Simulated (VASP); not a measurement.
# Be2CdS2 (P6/mmm) in VASP: further runs, part 2 of 2

VASP 6.6.1. Earlier steps stand in the parts before.

### Step 3. Single point, PBE

This run uses another cell than the first one, of 19.00 Å³/atom, 1.204 times its volume.

Input file INCAR:

```
SYSTEM = Be2CdS2
PREC     = Accurate       ! precision mode
ENCUT    = 520            ! plane-wave cutoff, eV
EDIFF    = 1E-6           ! SCF threshold, eV
ISMEAR   = 0              ! smearing method
SIGMA    = 0.1            ! smearing width, eV
LREAL    = .False.        ! projectors in reciprocal space
LASPH    = .True.         ! aspherical terms in the spheres
NELM     = 80             ! most SCF steps
ALGO     = Normal         ! electronic algorithm
ISIF     = 2              ! what is computed and relaxed
LWAVE    = .False.        ! write WAVECAR
LCHARG   = .True.         ! write CHGCAR
GGA      = PE             ! functional
LELF     = .True.         ! ELF
LVHAR    = .True.       
NBANDS   = 22             ! bands
```

Input file KPOINTS:

```
Automatic mesh
0
Gamma
  6 6 4
  0 0 0
```

Input file POSCAR:

```
Be2CdS2
1.0
    4.8448726400      0.0000000000      0.0000000000
   -2.4224363200      4.1957827900      0.0000000000
    0.0000000000      0.0000000000      4.6730366800
Be Cd S
2 1 2
Direct
    0.3333333300      0.6666666700      0.0000000000
    0.6666666700      0.3333333300      0.0000000000
    0.0000000000      0.0000000000      0.0000000000
    0.3333333300      0.6666666700      0.5000000000
    0.6666666700      0.3333333300      0.5000000000
```

Potentials or basis: VASP PAW PBE potentials, release 64 (Be, Cd, S).

Started as:

```
$ cat potpaw_PBE.64/Be/POTCAR potpaw_PBE.64/Cd/POTCAR potpaw_PBE.64/S/POTCAR > POTCAR
$ mpirun -np 1 vasp_std > vasp.out
```

OUTCAR:

```text
SYSTEM = Be2CdS2
   PREC = Accurate
   ENCUT = 520
   EDIFF = 1E-6
   ISMEAR = 0
   LREAL = .False.
   LASPH = .True.
   NELM = 80
   ISIF = 2
   GGA = PE

 ion  position               nearest neighbor table
   1  0.333  0.667  0.000-   4 2.34   4 2.34   3 2.80   3 2.80   3 2.80
   2  0.667  0.333  0.000-   5 2.34   5 2.34   3 2.80   3 2.80   3 2.80
   3  0.000  0.000  0.000-   1 2.80   2 2.80   2 2.80   1 2.80   2 2.80   1 2.80
   4  0.333  0.667  0.500-   1 2.34   1 2.34
   5  0.667  0.333  0.500-   2 2.34   2 2.34

[... 724 lines left out ...]
  -------------------------------------------------------------------------------------
  Total       -4.0496375     -4.0496375     -5.8946051      0.0000000     -0.0000000      0.0000000
  in kB      -68.3018043    -68.3018045    -99.4193095      0.0000000     -0.0000000      0.0000000
  external PRESSURE =     -78.6743061 kB  Pullay stress =       0.0000000 kB

 VOLUME and BASIS-vectors are now :
 -----------------------------------------------------------------------------
  energy-cutoff  :      520.00
  volume of cell :       94.99
      direct lattice vectors                 reciprocal lattice vectors
     4.844872640  0.000000000  0.000000000     0.206403775  0.119167275  0.000000000
    -2.422436320  4.195782790  0.000000000     0.000000000  0.238334549  0.000000000
     0.000000000  0.000000000  4.673036680     0.000000000  0.000000000  0.213993612

 POSITION                                       TOTAL-FORCE (eV/Angst)
 -----------------------------------------------------------------------------------
     -0.00000      2.79719      0.00000         0.000000     -0.000000      0.000000
      2.42244      1.39859      0.00000         0.000000      0.000000      0.000000
      0.00000      0.00000      0.00000         0.000000      0.000000      0.000000
     -0.00000      2.79719      2.33652        -0.000000      0.000000      0.000000
      2.42244      1.39859      2.33652         0.000000      0.000000      0.000000
 -----------------------------------------------------------------------------------
    total drift:                               -0.000000      0.000000     -0.000000

  FREE ENERGIE OF THE ION-ELECTRON SYSTEM (eV)
  ---------------------------------------------------
  free  energy   TOTEN  =       -13.8389078343 eV

  energy  without entropy=      -13.8164643779  energy(sigma->0) =      -13.82768611
```

OSZICAR:

```text
N       E                     dE             d eps       ncg     rms          rms(c)
DAV:   1     0.148163772019E+03    0.14816E+03   -0.12763E+04   924   0.112E+03
DAV:   2    -0.396070163140E+01   -0.15212E+03   -0.14466E+03  1076   0.248E+02
DAV:   3    -0.141509230573E+02   -0.10190E+02   -0.99809E+01  1178   0.644E+01
DAV:   4    -0.143001515449E+02   -0.14923E+00   -0.14899E+00  1110   0.782E+00
DAV:   5    -0.143027972420E+02   -0.26457E-02   -0.26451E-02  1228   0.101E+00    0.910E+00
DAV:   6    -0.138768393733E+02    0.42596E+00   -0.13869E+00  1092   0.991E+00    0.595E+00
DAV:   7    -0.138446290769E+02    0.32210E-01   -0.19101E-01  1086   0.243E+00    0.274E+00
DAV:   8    -0.138383965282E+02    0.62325E-02   -0.31382E-02  1076   0.113E+00    0.321E-01
DAV:   9    -0.138387711066E+02   -0.37458E-03   -0.22393E-03  1122   0.307E-01    0.164E-01
DAV:  10    -0.138388979219E+02   -0.12682E-03   -0.51866E-04  1068   0.139E-01    0.300E-02
DAV:  11    -0.138388987828E+02   -0.86093E-06   -0.44647E-05  1122   0.384E-02    0.185E-02
DAV:  12    -0.138389072611E+02   -0.84783E-05   -0.16212E-05  1062   0.220E-02    0.577E-03
DAV:  13    -0.138389078343E+02   -0.57321E-06   -0.13442E-06   822   0.589E-03
   1 F= -.13838908E+02 E0= -.13827686E+02  d E =-.224435E-01
```

stdout:

```text
POSCAR found type information on POSCAR BeCdS
 POSCAR found :  3 types and       5 ions
 scaLAPACK will be used
 LDA part: xc-table for (Slater+PW92), standard interpolation
 POSCAR, INCAR and KPOINTS ok, starting setup
 FFT: planning ... GRIDC
 FFT: planning ... GRID_SOFT
 FFT: planning ... GRID
 WAVECAR not read
 entering main loop
```

Run time: 23 s. Hardware: 1 thread of Intel Xeon 6975P-C (Granite Rapids), shared host; peak memory 0.22 GiB.

What came out:

```
Free energy            : -13.8389 eV
Pressure               : -7.9 GPa
Band gap on the k mesh : zero (band 14 reaches 4.02 eV, above the bottom of band 15 at 2.14 eV)
```

### Step 4. Relaxation of cell and atoms, PBE

This run uses another cell than the first one, of 19.00 Å³/atom, 1.204 times its volume.

Input file INCAR:

```
SYSTEM = Be2CdS2
PREC = Accurate
ENCUT = 600
EDIFF = 1E-6
ISMEAR = 0
SIGMA = 0.1
LREAL = .False.
LASPH = .True.
NELM = 80
ALGO = Normal
ISIF = 3
LWAVE = .False.
LCHARG = .False.
GGA = PE
IBRION = 2
NSW = 90
EDIFFG = -0.04
```

KPOINTS is that of step 3.

POSCAR is that of step 3.

Started as:

```
$ cat potpaw_PBE.64/Be/POTCAR potpaw_PBE.64/Cd/POTCAR potpaw_PBE.64/S/POTCAR > POTCAR
$ mpirun -np 1 vasp_std > vasp.out
```

It took 8.5 min on 1 thread of Intel Xeon 6975P-C (Granite Rapids), shared host; peak memory 0.27 GiB.

Results (log left out):

```yaml
Free_energy: -16.4910 eV
Relaxed_volume: 31.54 Å³/atom
Relaxed_cell: a = 7.020 Å, b = 7.020 Å, c = 3.696 Å, α = 90.00°, β = 90.00°, γ = 120.00°
Space_group_after_relaxing_to_0.05_Å: P6/mmm (No. 191)
Energy_gained_by_relaxing: 530.5 meV/atom
Ionic_steps: 30
Pressure_after_relaxing: 0.1 GPa
Band_gap_on_the_k_mesh: 1.06 eV, indirect (least direct gap 1.43 eV)
```

Stress tensor (GPa, compression positive):
```
0.02 0.00 0.00
0.00 0.02 0.00
0.00 0.00 0.18
```

The path:
```tsv
step	energy change (eV)	largest force (eV/Å)	pressure (GPa)	volume (Å³)
1	0.0000	0.0000	-7.88	94.99
2	-0.4324	0.0000	-2.30	82.71
3	-0.4580	0.0000	0.09	79.58
4	-0.4579	0.0000	0.33	79.29
5	-0.4634	0.0000	0.37	79.38
6	-0.4970	0.0000	0.46	79.63
7	-0.5898	0.0000	1.79	80.03
8	-0.7868	0.0000	8.08	80.40
9	0.8435	0.0000	34.61	79.26
10	-0.8442	0.0000	10.20	80.39
11	-0.8451	0.0000	12.78	80.34
12	-0.8389	0.0000	13.25	80.32
13	-0.8695	0.0000	12.74	80.69
14	-0.9545	0.0000	11.29	81.82
15	-1.0958	0.0000	8.75	84.10
16	-1.2760	0.0000	4.51	88.78
17	-1.2923	0.0000	-1.80	98.66
18	-1.3365	0.0000	0.71	94.12
19	-1.4341	0.0000	0.76	95.77
20	-1.7281	0.0000	1.00	100.75
21	-2.2136	0.0000	1.91	110.81
22	-2.3435	0.0000	5.56	131.14
23	-2.4463	0.0000	4.00	124.24
24	-2.5621	0.0000	2.20	133.03
25	-2.6392	0.0000	0.15	147.34
26	-2.6426	0.0000	-0.26	151.01
27	-2.6426	0.0000	-0.31	151.58
28	-2.6492	0.0000	-0.14	154.23
29	-2.6522	0.0000	0.11	158.26
30	-2.6523	0.0000	0.07	157.72
```

Final structure:
```xyz
5
Lattice="7.0199 0.0000 0.0000 -3.5099 6.0794 0.0000 0.0000 0.0000 3.6957" Properties=species:S:1:pos:R:3 pbc="T T T"
Be    0.0000    4.0529    0.0000
Be    3.5099    2.0265    0.0000
Cd    0.0000    0.0000    0.0000
S     0.0000    4.0529    1.8479
S     3.5099    2.0265    1.8479
```

Levels at points of the mesh, in eV from the valence-band top:
```tsv
k point	band 10	band 11	band 12	band 13	band 14	band 15	band 16	band 17	band 18
(0.00, 0.00, 0.00)	-3.31	-3.31	-2.58	-2.58	-2.14	2.67	3.09	3.09	3.87
(0.50, 0.00, 0.00)	-3.53	-3.48	-2.71	-2.38	-1.49	1.84	3.19	3.27	4.34
(0.00, 0.00, 0.50)	-2.10	-2.10	-1.44	-1.44	0.00	1.47	1.47	2.22	2.22
(0.50, 0.00, 0.50)	-2.18	-2.03	-1.58	-1.34	-0.39	1.06	2.20	2.33	2.40
```

Caveat: the volume moved by over 15 % at a fixed basis, so the end points are rough.

### Step 5. The runs side by side

```tsv
task	cell	cutoff (eV)	gap on the mesh (eV)	pressure (GPa)
single point	a = 4.520, b = 4.520, c = 4.461 Å, angles 90.0, 90.0, 120.0°, 5 atoms	520	none	0.0
single point	a = 4.845, b = 4.845, c = 4.673 Å, angles 90.0, 90.0, 120.0°, 5 atoms	520	none	-7.9
relaxation of cell and atoms	relaxed from a = 4.845, b = 4.845, c = 4.673 Å, angles 90.0, 90.0, 120.0°, 5 atoms	600	1.06	0.1
```

Alike in all rows: level PBE; potentials or basis VASP PAW PBE potentials, release 64 (Be, Cd, S); no spin polarisation; k mesh 6 × 6 × 4; smearing gaussian 0.1 eV.

Caveats: the volume moved by over 15 % at a fixed basis, so the end points are rough (some runs).

Absolute energies hang on the potentials; compare differences alone.
